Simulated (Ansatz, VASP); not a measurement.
**One calculation of AlN, two programs**

The input INCAR:

```
SYSTEM = AlN
ALGO     = Normal         ! electronic algorithm
EDIFF    = 1E-6           ! SCF threshold, eV
ENCUT    = 520            ! plane-wave cutoff, eV
GGA      = PE             ! functional
ISIF     = 2              ! what is computed and relaxed
ISMEAR   = 0              ! smearing method
LASPH    = .TRUE.         ! aspherical terms in the spheres
LCHARG   = .FALSE.        ! write CHGCAR
LREAL    = .FALSE.        ! projectors in reciprocal space
LWAVE    = .FALSE.        ! write WAVECAR
NBANDS   = 26             ! bands
NELM     = 80             ! most SCF steps
PREC     = Accurate       ! precision mode
SIGMA    = 0.05           ! smearing width, eV
```

Contents of KPOINTS:

```
k-points
0
G
  6 6 6
  0 0 0
```

POSCAR

```
AlN
1.0
    4.4025164325      0.0000000000      0.0000000000
    0.0000000000     -4.4025164325      0.0000000000
    0.0000000000      0.0000000000     -4.4025164325
Al N
4 4
Direct
   -0.1011869641     -0.0286199954     -0.1011869641
    0.5000000000      0.5000000000      0.0000000000
    0.5000000000      0.0000000000      0.5000000000
    0.0000000000      0.5000000000      0.5000000000
    0.7500000000      0.7500000000      0.7500000000
    0.2500000000      0.2500000000      0.7500000000
    0.2500000000      0.7500000000      0.2500000000
    0.7500000000      0.2500000000      0.2500000000
```

Input for Ansatz:

```yaml
crystal:
  lattice:
    - [4.4025164325, 0.0, 0.0]
    - [0.0, -4.4025164325, 0.0]
    - [0.0, 0.0, -4.4025164325]
  atoms:
    - { symbol: Al, position: [-0.1011869641, -0.0286199954, -0.1011869641] }
    - { symbol: Al, position: [0.5, 0.5, 0.0] }
    - { symbol: Al, position: [0.5, 0.0, 0.5] }
    - { symbol: Al, position: [0.0, 0.5, 0.5] }
    - { symbol: "N", position: [0.75, 0.75, 0.75] }
    - { symbol: "N", position: [0.25, 0.25, 0.75] }
    - { symbol: "N", position: [0.25, 0.75, 0.25] }
    - { symbol: "N", position: [0.75, 0.25, 0.25] }
basis:
  ecutwfc: 420
kpoints:
  mp_grid: { grid: [6, 6, 6] }
hamiltonian:
  xc: pbe
  pseudopotentials: { kind: paw, azcp: { folder: soft_1 } }
scf:
  occupations: { method: gaussian, width: 0.05 }
output:
  forces: true
  stress: true
  eigenvalues: true
```

Alike in both runs: task single point; functional PBE; k mesh 6 × 6 × 6; occupations gaussian, width 0.05 eV; no spin polarisation.

|  | VASP | Ansatz |
| --- | --- | --- |
| version | VASP 6.6.1 | Ansatz 0.2.0 |
| potentials or method | VASP PAW PBE potentials, release 64 (Al, N), cutoff 520 eV | scalar-relativistic, plane waves, PAW |
| valence electrons in the cell | 32 | 32 |

VASP gave:

| Property | Result |
| --- | --- |
| gap on the k mesh at the Fermi level (eV) | 0.66 |
| least direct gap on the mesh (eV) | 0.79 |
| pressure (GPa) | 22.7 |
| traceless stress, the component that is largest in VASP (GPa) | -24.55 |
| rms of the force components (eV/Å) | 9.507 |

Q: What did Ansatz give for the same quantities?

A: gap on the k mesh at the Fermi level (eV): 0.66; least direct gap on the mesh (eV): 0.80; pressure (GPa): 23.1; traceless stress, the component that is largest in VASP (GPa): -24.82; rms of the force components (eV/Å): 9.600.

Atom by atom the forces differ by 0.093 eV/Å (rms over components). With one functional, cell and mesh, what is left measures potentials, basis and numerics.
